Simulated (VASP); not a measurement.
Crystal: MgSe5.

```
CELL_PARAMETERS angstrom
6.11932 0.00000 0.00000
-3.05966 5.29949 0.00000
0.00000 0.00000 5.09864
ATOMIC_POSITIONS crystal
Mg 0.00000 0.00000 0.00000
Se 0.50000 0.00000 0.50000
Se 0.50000 0.50000 0.50000
Se 0.00000 0.50000 0.50000
Se 0.33333 0.66667 0.00000
Se 0.66667 0.33333 0.00000
```

The cell was built from a structure type or drawn by symmetry, and may not be a known phase.

| Property | Result |
| --- | --- |
| Program | VASP 6.6.1 |
| Task | relaxation of cell and atoms |
| Functional | PBE |
| Potentials or basis | VASP PAW PBE potentials, release 64 (Mg, Se) |
| Cutoff | 600 eV |
| k mesh | 3 × 3 × 4 |
| Occupations | gaussian, width 0.1 eV |
| Spin | no spin polarisation |

At the start: pressure -5.9 GPa; volume 27.56 Å³/atom.

Problem. How do energy, volume and symmetry change on relaxing?

Solution. Over 7 steps the energy falls by 121.1 meV/atom and the volume is 23.81 Å³/atom (-13.6 %); space group P6/mmm (No. 191, to 0.1 Å) before and after.

Step by step:
| step | energy change (eV) | largest force (eV/Å) | pressure (GPa) | volume (Å³) |
| --- | --- | --- | --- | --- |
| 1 | 0.0000 | 0.0000 | -5.91 | 165.35 |
| 2 | -0.6251 | 0.0000 | -0.23 | 142.14 |
| 3 | -0.6324 | 0.0000 | 0.60 | 140.05 |
| 4 | -0.6955 | 0.0000 | 0.66 | 140.28 |
| 5 | -0.7194 | 0.0000 | 0.94 | 140.41 |
| 6 | -0.7251 | 0.0000 | -0.39 | 143.98 |
| 7 | -0.7264 | 0.0000 | 0.01 | 142.87 |

Final structure:
```
Mg Se
1.0
     6.05380    0.00000    0.00000
    -3.02690    5.24275    0.00000
     0.00000    0.00000    4.50148
Mg Se
1 5
Direct
  0.00000 0.00000 0.00000
  0.50000 0.00000 0.50000
  0.50000 0.50000 0.50000
  0.00000 0.50000 0.50000
  0.33333 0.66667 0.00000
  0.66667 0.33333 0.00000
```

Caveat: the k points lie up to 0.40 Å⁻¹ apart in the final cell, too coarse for converged energies and pressures of a metal.
